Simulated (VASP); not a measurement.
# SrCl2 (C2/m) in VASP: a series of runs

The runs below take SrCl2 through single point, with PBE.

All numbers are computed with VASP 6.6.1; they aren't measurements. Logs are shortened: lines on timing, memory, paths and dates and some standing lists are left out, and cuts for length are marked.

### Step 1. The cell of the first run

The structure is monoclinic, space group C2/m (No. 12). Conventional cell: a = 8.538 Å, b = 4.929 Å, c = 12.587 Å, α = 90.00°, β = 106.42°, γ = 90.00°. Within 4.0 Å of Sr (site symmetry m) lie 9 Cl at 3.02 to 3.96 Å. Within 4.0 Å of Sr (site symmetry 2/m) lie 8 Cl at 3.02 Å. Cl (site symmetry m) has 4 Sr at 3.02 Å and 6 Cl at 3.49 Å within 4.0 Å. Cl (site symmetry m) has 1 Cl at 2.13 Å within 2.8 Å. Cl (site symmetry m) has 4 Sr at 3.02 Å and 6 Cl at 3.49 Å within 4.0 Å.

### Step 2. Single point, PBE (the part above a cut slid along it)

Input file INCAR:

```
PREC = Accurate
ENCUT = 520
EDIFF = 1E-7
ISMEAR = 0
SIGMA = 0.05
LREAL = F
LASPH = T
NELM = 80
ALGO = Normal
ISIF = 2
LWAVE = F
LCHARG = T
GGA = PE
LELF = T
LVHAR = T
NBANDS = 46
```

Input file KPOINTS:

```
regular mesh
0
Gamma
  5 5 2
```

Input file POSCAR:

```
SrCl2
1.0
    3.4855000000     -3.4855000000      0.0000000000
    3.4855000000      0.0000000000     -3.4855000000
   11.0371843000      4.9379078500      4.9379078500
Sr Cl
3 6
Direct
    0.5694402783      0.5694402783      0.1666833333
   -0.4860930550     -0.4860930550      0.8333500000
    0.0416736117      0.0416736117      0.5000166667
    0.4236152783      0.4236152783      0.4166833333
    0.9513819450     -0.0486180550      0.0833500000
   -0.1041513883     -0.1041513883      0.7500166667
    0.1319652783      0.1319652783      0.9166833333
    0.6597319450      0.6597319450      0.5833500000
    0.1874986117      0.1874986117      0.2500166667
```

Potentials or basis: VASP PAW PBE potentials, release 64 (Sr_sv, Cl).

Command:

```bash
$ cat potpaw_PBE.64/Sr_sv/POTCAR potpaw_PBE.64/Cl/POTCAR > POTCAR
$ mpirun -np 1 vasp_std > vasp.out
```

OUTCAR:

```text
PREC = Accurate
   ENCUT = 520
   EDIFF = 1E-7
   ISMEAR = 0
   LREAL = F
   LASPH = T
   NELM = 80
   ISIF = 2
   GGA = PE

 ion  position               nearest neighbor table
   1  0.569  0.569  0.167-   9 3.02   5 3.02   5 3.02   4 3.02   5 3.02   9 3.02   9 3.02   2 4.56
                             3 4.93   3 4.93   3 4.93
   2  0.514  0.514  0.833-   7 3.02   7 3.02   6 3.02   6 3.02   8 3.02   6 3.02   7 3.02   1 4.56
                             3 4.93   3 4.93   3 4.93
   3  0.042  0.042  0.500-   4 3.02   8 3.02   8 3.02   6 3.02   9 3.02   8 3.02   4 3.02   4 3.02
                             2 4.93   2 4.93   2 4.93   1 4.93   1 4.93   1 4.93
   4  0.424  0.424  0.417-   3 3.02   1 3.02   3 3.02   3 3.02
   5  0.951  0.951  0.083-   7 2.13   1 3.02   1 3.02   1 3.02
   6  0.896  0.896  0.750-   2 3.02   2 3.02   3 3.02   2 3.02
   7  0.132  0.132  0.917-   5 2.13   2 3.02   2 3.02   2 3.02
   8  0.660  0.660  0.583-   3 3.02   3 3.02   2 3.02   3 3.02
   9  0.187  0.187  0.250-   1 3.02   3 3.02   1 3.02   1 3.02

  LATTYP: Found a base centered monoclinic cell.
 ALAT       =     8.5376964985
 B/A-ratio  =     0.5773502692
 C/A-ratio  =     1.4743265886
 COS(beta)  =    -0.2826375128

  Lattice vectors:

 A1 = (   3.4855000000,  -3.4855000000,   0.0000000000)
 A2 = (   3.4855000000,   0.0000000000,  -3.4855000000)
 A3 = (   4.0661843000,   8.4234078500,   8.4234078500)

Analysis of symmetry for initial positions (statically):
=====================================================================
 Subroutine PRICEL returns:
 Original cell was already a primitive cell.

 Routine SETGRP: Setting up the symmetry group for a
 base centered monoclinic supercell.

 Subroutine GETGRP returns: Found  4 space group operations
 (whereof  2 operations were pure point group operations)
 out of a pool of  4 trial point group operations.

The static configuration has the point symmetry C_1h.
 The point group associated with its full space group is C_2h.

Analysis of symmetry for dynamics (positions and initial velocities):
=====================================================================
 Subroutine PRICEL returns:
 Original cell was already a primitive cell.

 Routine SETGRP: Setting up the symmetry group for a
 base centered monoclinic supercell.

 Subroutine GETGRP returns: Found  4 space group operations
 (whereof  2 operations were pure point group operations)
 out of a pool of  4 trial point group operations.

The dynamic configuration has the point symmetry C_1h.
 The point group associated with its full space group is C_2h.

 Subroutine INISYM returns: Found  4 space group operations
[... 114 lines left out ...]
   PSTRESS=    0.0 pullay stress
   NELECT =      72.0000    total number of electrons
   NUPDOWN=      -1.0000    fix difference up-down
   EMIN   =  10.00;   EMAX   =-10.00  energy-range for DOS
   EFERMI =   0.00;   METHOD = LEGACY
   ISMEAR =     0;   SIGMA  =   0.05  broadening in eV -4-tet -1-fermi 0-gaus
   EFERMI_NEDOS =   21; number of points for ismear=-14 and -15
   IALGO  =     38    algorithm
   IMIX   =      4    mixing-type and parameters
     AMIX     =   0.40;   BMIX     =  1.00
     AMIX_MAG =   1.60;   BMIX_MAG =  1.00
  volume/ion in A,a.u.               =      28.23       190.50
  Fermi-wavevector in a.u.,A,eV,Ry     =   1.075318  2.032056 15.732530  1.156308
  Thomas-Fermi vector in A             =   2.211171
   LORBIT       =      0    0 simple, 1 ext, 2 COOP (PROOUT), +10 PAW based schemes
   GGA     = PE    functional components
   LHFCALC =     F    Hartree Fock is set to
   AEXX    =    0.0000 exact exchange contribution
   IVDW    =     0    specifies the selected vdW correction
   LEPSILON=     F    determine dielectric tensor
   LRPA    =     F    only Hartree local field effects (RPA)
 non-spin polarized calculation
 Gauss-broadening in eV      SIGMA  =   0.05
  energy-cutoff  :      520.00
  volume of cell :      254.07
 maximum number of plane-waves:      6856
 NGX is ok and might be reduce to    40
   NGX = 19   NGY = 19   NGZ = 49

 number of electron      72.0000000 magnetization

 Free energy of the ion-electron system (eV)
  ---------------------------------------------------
  ext. energy  EPLUGINS =         0.00000000
  ---------------------------------------------------
  free energy    TOTEN  =       -34.19604432 eV

  energy without entropy =      -34.19604432  energy(sigma->0) =      -34.19604432

 E-fermi :   3.3309     XC(G=0):  -8.2825

 val. band max:        3.0789276264   @ k =   0.4000   0.0000  -0.0000
 cond. band min:       4.3569836678   @ k =   0.0000   0.0000   0.0000
 fundamental gap:      1.2780560414
 Fermi energy:         3.3308594548

 k-point     1 :       0.0000    0.0000    0.0000
  band No.  band energies     occupation
      1     -32.8712      2.00000
      2     -32.8699      2.00000
      3     -32.5345      2.00000
      4     -15.1319      2.00000
      5     -15.0334      2.00000
      6     -14.8355      2.00000
[... 871 lines left out ...]
     45       7.5753      0.00000
     46       7.6179      0.00000

------------------------ aborting loop because EDIFF is reached ----------------------------------------

  FORCE on cell =-STRESS in cart. coord.  units (eV):
  Direction    XX          YY          ZZ          XY          YZ          ZX
  --------------------------------------------------------------------------------------
  -------------------------------------------------------------------------------------
  Total        1.4784346     10.1458714     10.1458714      4.8355493     10.7117230      4.8355492
  in kB        9.3232256     63.9813536     63.9813536     30.4936831     67.5496967     30.4936827
  external PRESSURE =      45.7619776 kB  Pullay stress =       0.0000000 kB

 VOLUME and BASIS-vectors are now :
 -----------------------------------------------------------------------------
  energy-cutoff  :      520.00
  volume of cell :      254.07
      direct lattice vectors                 reciprocal lattice vectors
     3.485500000 -3.485500000  0.000000000     0.067742552 -0.219160331  0.067742552
     3.485500000  0.000000000 -3.485500000     0.067742552  0.067742552 -0.219160331
    11.037184300  4.937907850  4.937907850     0.047817147  0.047817147  0.047817147

 POSITION                                       TOTAL-FORCE (eV/Angst)
 -----------------------------------------------------------------------------------
      5.80928     -1.16172     -1.16172         0.559562      0.371908      0.371908
     12.78028      2.32378      2.32378        -0.559562     -0.371908     -0.371908
      5.80928      2.32378      2.32378         0.000000      0.000000      0.000000
      7.55203      0.58103      0.58103        -0.045170     -0.039273     -0.039273
      7.55203     -2.90447     -2.90447         2.183925      6.428923      6.428923
     14.52303      0.58103      0.58103         0.130051      0.040814      0.040814
     11.03753      4.06653      4.06653        -2.183925     -6.428923     -6.428923
     11.03753      0.58103      0.58103         0.045170      0.039273      0.039273
      4.06653      0.58103      0.58103        -0.130051     -0.040814     -0.040814
 -----------------------------------------------------------------------------------
    total drift:                               -0.000004     -0.000004     -0.000004

  FREE ENERGIE OF THE ION-ELECTRON SYSTEM (eV)
  ---------------------------------------------------
  free  energy   TOTEN  =       -34.1960443219 eV

  energy  without entropy=      -34.1960443219  energy(sigma->0) =      -34.19604432
```

OSZICAR:

```text
N       E                     dE             d eps       ncg     rms          rms(c)
DAV:   1     0.521457274160E+03    0.52146E+03   -0.33677E+04  1656   0.139E+03
DAV:   2     0.126719741535E+02   -0.50879E+03   -0.49655E+03  2148   0.298E+02
DAV:   3    -0.336834125865E+02   -0.46355E+02   -0.46174E+02  2232   0.834E+01
[... 10 lines left out ...]
DAV:  14    -0.341960426074E+02   -0.16129E-04   -0.71551E-05  2368   0.381E-02    0.104E-02
DAV:  15    -0.341960442349E+02   -0.16276E-05   -0.11285E-05  2168   0.124E-02    0.855E-03
DAV:  16    -0.341960438614E+02    0.37358E-06   -0.12844E-06  2320   0.414E-03    0.622E-03
DAV:  17    -0.341960441980E+02   -0.33661E-06   -0.20879E-06  1832   0.534E-03    0.323E-03
DAV:  18    -0.341960443212E+02   -0.12319E-06   -0.14963E-07  1576   0.151E-03    0.237E-03
DAV:  19    -0.341960443219E+02   -0.74760E-09   -0.41808E-08  1134   0.922E-04
   1 F= -.34196044E+02 E0= -.34196044E+02  d E =-.468072E-13
```

stdout:

```text
POSCAR found type information on POSCAR SrCl
 POSCAR found :  2 types and       9 ions
 scaLAPACK will be used
 LDA part: xc-table for (Slater+PW92), standard interpolation
 POSCAR, INCAR and KPOINTS ok, starting setup
 FFT: planning ... GRIDC
 FFT: planning ... GRID_SOFT
 FFT: planning ... GRID
 WAVECAR not read
 entering main loop
```

Wall time 9.7 min (1 thread of Intel Xeon Platinum 8259CL at 2.50GHz (Skylake/Cascade Lake), shared host); peak memory 0.48 GiB.

What came out:

* Free energy: -34.1960 eV
* Pressure: 4.6 GPa
* Largest force: 9.350 eV/Å
* Band gap on the k mesh: 1.28 eV (least direct gap 1.43 eV)

Forces on the atoms (eV/Å):
```
Sr   0.560  0.372  0.372
Sr  -0.560 -0.372 -0.372
Sr   0.000  0.000  0.000
Cl  -0.045 -0.039 -0.039
Cl   2.184  6.429  6.429
Cl   0.130  0.041  0.041
Cl  -2.184 -6.429 -6.429
Cl   0.045  0.039  0.039
Cl  -0.130 -0.041 -0.041
```

Levels at points of the mesh, in eV from the valence-band top:
| k point | band 33 | band 34 | band 35 | band 36 | band 37 | band 38 | band 39 | band 40 |
| --- | --- | --- | --- | --- | --- | --- | --- | --- |
| (0.00, 0.00, 0.00) | -3.25 | -3.01 | -2.93 | -0.16 | 1.28 | 2.86 | 3.15 | 3.41 |
| (0.00, 0.00, 0.50) | -3.42 | -2.94 | -2.86 | -0.18 | 1.41 | 2.95 | 3.24 | 3.26 |

Caveat: the cell differs from its parent crystal (the part above a cut slid along it); the stress differs along the axes, from 1 to 6 GPa; forces of over 1 eV/Å act on the atoms, so gaps and moduli don't describe the material at rest.

### Step 3. Single point, PBE (the part above a cut slid along it)

Input file INCAR:

```
SYSTEM = SrCl2
  PREC = Accurate
  ENCUT = 520
  EDIFF = 1E-6
  ISMEAR = 0
  SIGMA = 0.05
  LREAL = .FALSE.
  LASPH = .TRUE.
  NELM = 100
  ALGO = Normal
  ISIF = 2
  LWAVE = .FALSE.
  LCHARG = .FALSE.
  GGA = PE
  NBANDS = 46
```

Input file KPOINTS:

```
regular mesh
0
G
  5 5 2
  0 0 0
```

Input file POSCAR:

```
SrCl2
1.0
    3.4855000000     -3.4855000000      0.0000000000
    3.4855000000      0.0000000000     -3.4855000000
   12.1992500000      4.3568750000      4.3568750000
Sr Cl
3 6
Direct
    0.5416541667      0.5416541667      0.1666833333
   -0.6250125000     -0.6250125000      0.8333500000
   -0.0416791667     -0.0416791667      0.5000166667
    0.3541541667      0.3541541667      0.4166833333
    0.9374875000     -0.0625125000      0.0833500000
   -0.2291791667     -0.2291791667      0.7500166667
   -0.0208458333     -0.0208458333      0.9166833333
    0.5624875000      0.5624875000      0.5833500000
    0.1458208333      0.1458208333      0.2500166667
```

Potentials or basis: VASP PAW PBE potentials, release 64 (Sr_sv, Cl).

Command:

```bash
$ cat potpaw_PBE.64/Sr_sv/POTCAR potpaw_PBE.64/Cl/POTCAR > POTCAR
$ mpirun -np 1 vasp_std > vasp.out
```

Wall time 9 min (1 thread of Intel Xeon Platinum 8259CL at 2.50GHz (Skylake/Cascade Lake), shared host); peak memory 0.5 GiB.

The run converged. Its results:

| Property | Result |
| --- | --- |
| Free energy | -34.2544 eV |
| Pressure | 4.6 GPa |
| Largest force | 9.355 eV/Å |
| Band gap on the k mesh | 1.37 eV (least direct gap 1.55 eV) |

Forces in eV/Å, atoms in the order of the input:
```
Sr   0.354  0.410  0.410
Sr  -0.354 -0.410 -0.410
Sr   0.000  0.000  0.000
Cl  -0.033 -0.041 -0.041
Cl   7.892  3.552  3.552
Cl  -0.014  0.113  0.113
Cl  -7.892 -3.552 -3.552
Cl   0.033  0.041  0.041
Cl   0.014 -0.113 -0.113
```

Stress tensor (GPa, compression positive):
```
9.86 4.96 4.96
4.96 1.92 2.66
4.96 2.66 1.92
```

Levels at points of the mesh, in eV from the valence-band top:
```csv
k point,band 33,band 34,band 35,band 36,band 37,band 38,band 39,band 40
"(0.00, 0.00, 0.00)",-3.26,-3.05,-2.97,-0.18,1.37,2.77,3.17,3.46
"(0.00, 0.00, 0.50)",-3.43,-2.97,-2.90,-0.21,1.51,2.85,3.18,3.31
```

Caveat: the cell differs from its parent crystal (the part above a cut slid along it); the stress differs along the axes, from 2 to 10 GPa; forces of over 1 eV/Å act on the atoms, so gaps and moduli don't describe the material at rest. A k mesh can miss the band edges.

### Step 4. Single point, PBE (the part above a cut slid along it)

Input file INCAR:

```
SYSTEM = SrCl2
PREC     = Accurate       ! precision mode
ENCUT    = 520            ! plane-wave cutoff, eV
EDIFF    = 1E-6           ! SCF threshold, eV
ISMEAR   = 0              ! smearing method
SIGMA    = 0.05           ! smearing width, eV
LREAL    = .False.        ! projectors in reciprocal space
LASPH    = .True.         ! aspherical terms in the spheres
NELM     = 60             ! most SCF steps
ALGO     = Normal         ! electronic algorithm
ISIF     = 2              ! what is computed and relaxed
LWAVE    = .False.        ! write WAVECAR
LCHARG   = .False.        ! write CHGCAR
GGA      = PE             ! functional
NBANDS   = 46             ! bands
```

Input file KPOINTS:

```
regular mesh
0
Gamma
  5 5 2
  0 0 0
```

Input file POSCAR:

```
SrCl2
1.0
    3.4855000000     -3.4855000000      0.0000000000
    3.4855000000      0.0000000000     -3.4855000000
   13.3613157000      3.7758421500      3.7758421500
Sr Cl
3 6
Direct
    0.5138680550      0.5138680550      0.1666833333
   -0.7639319450     -0.7639319450      0.8333500000
   -0.1250319450     -0.1250319450      0.5000166667
    0.2846930550      0.2846930550      0.4166833333
    0.9235930550     -0.0764069450      0.0833500000
   -0.3542069450     -0.3542069450      0.7500166667
   -0.1736569450     -0.1736569450      0.9166833333
    0.4652430550      0.4652430550      0.5833500000
    0.1041430550      0.1041430550      0.2500166667
```

Command:

```bash
$ cat potpaw_PBE.64/Sr_sv/POTCAR potpaw_PBE.64/Cl/POTCAR > POTCAR
$ mpirun -np 1 vasp_std > vasp.out
```

It took 8.3 min on 1 thread of Intel Xeon Platinum 8259CL at 2.50GHz (Skylake/Cascade Lake), shared host; peak memory 0.51 GiB.

Results (log left out):

```yaml
Free_energy: -38.0456 eV
Pressure: 1.3 GPa
Largest_force: 0.962 eV/Å
Band_gap_on_the_k_mesh: 4.89 eV (least direct gap 5.10 eV)
```

Forces on the atoms (eV/Å):
```
Sr   0.034 -0.010 -0.010
Sr  -0.034  0.010  0.010
Sr   0.000  0.000  0.000
Cl  -0.003 -0.008 -0.008
Cl   0.938 -0.150 -0.150
Cl  -0.031  0.016  0.016
Cl  -0.938  0.150  0.150
Cl   0.003  0.008  0.008
Cl   0.031 -0.016 -0.016
```

Stress tensor (GPa, compression positive):
```
 3.14  0.20  0.20
 0.20  0.40 -0.02
 0.20 -0.02  0.40
```

Levels at points of the mesh, in eV from the valence-band top:
| k point | band 34 | band 35 | band 36 | band 37 | band 38 | band 39 |
| --- | --- | --- | --- | --- | --- | --- |
| (0.00, 0.00, 0.00) | -0.78 | -0.77 | -0.21 | 4.89 | 5.59 | 5.82 |
| (0.00, 0.00, 0.50) | -0.85 | -0.80 | -0.27 | 5.36 | 5.56 | 5.73 |

Caveat: the cell differs from its parent crystal (the part above a cut slid along it). A k mesh can miss the band edges.

### Step 5. Overview

| cell | gap on the mesh (eV) | pressure (GPa) | largest force (eV/Å) |
| --- | --- | --- | --- |
| a = 4.929, b = 4.929, c = 13.061 Å, angles 70.7, 70.7, 60.0°, 9 atoms | 1.28 | 4.6 | 9.35 |
| a = 4.929, b = 4.929, c = 13.667 Å, angles 66.1, 66.1, 60.0°, 9 atoms | 1.37 | 4.6 | 9.35 |
| a = 4.929, b = 4.929, c = 14.389 Å, angles 61.9, 61.9, 60.0°, 9 atoms | 4.89 | 1.3 | 0.96 |

Alike in all rows: task single point; level PBE; potentials or basis VASP PAW PBE potentials, release 64 (Sr_sv, Cl); no spin polarisation; k mesh 5 × 5 × 2; cutoff (eV) 520; smearing gaussian 0.05 eV.

Caveats: forces of over 1 eV/Å act on the atoms, so gaps and moduli don't describe the material at rest (at least some runs); the stress differs along the axes, from 1 to 6 GPa (at least some runs); the stress differs along the axes, from 2 to 10 GPa (at least some runs).

Absolute energies hang on the potentials; compare differences alone.
